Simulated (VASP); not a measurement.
Input of a VASP 6.6.1 run:

INCAR

```
ALGO = Normal ; EDIFF = 1E-6
EDIFFG = -0.005 ; ENCUT = 600
GGA = PE ; IBRION = 2
ISIF = 3 ; ISMEAR = -1
ISPIN = 2 ; IVDW = 13
LASPH = True ; LCHARG = False
LMAXMIX = 4 ; LORBIT = 11
LREAL = False ; LWAVE = False
MAGMOM = 4 0 ; NELM = 150
NSW = 80 ; PREC = Accurate
SIGMA = 0.05
```

The input KPOINTS:

```
k-points
0
Gamma
  10 10 10
```

The input POSCAR:

```
MnO
1.0
    0.0000000000      2.2239077028      2.2239077028
    2.2239077028      0.0000000000      2.2239077028
    2.2239077028      2.2239077028      0.0000000000
Mn O
1 1
Direct
    0.0000000000      0.0000000000      0.0000000000
    0.5000000000      0.5000000000      0.5000000000
```

Potentials or basis: VASP PAW PBE potentials, release 64 (Mn_pv, O).

Launch:

```bash
$ cat potpaw_PBE.64/Mn_pv/POTCAR potpaw_PBE.64/O/POTCAR > POTCAR
$ mpirun -np 1 vasp_std > vasp.out
```

(1) Estimate the relaxed volume.

(2) What does it give for the net moment?

(3) What does it give for the relaxed cell?

Results:

(1) 10.62 Å³/atom.

(2) 4.68 μB per cell.

(3) a = 3.109 Å, b = 3.109 Å, c = 3.109 Å, α = 60.00°, β = 60.00°, γ = 60.00°.

Caveat: a cell with one magnetic atom can't hold antiferromagnetic order, which such compounds often take; pairwise dispersion overbinds metals, which lowers pressure and volume.
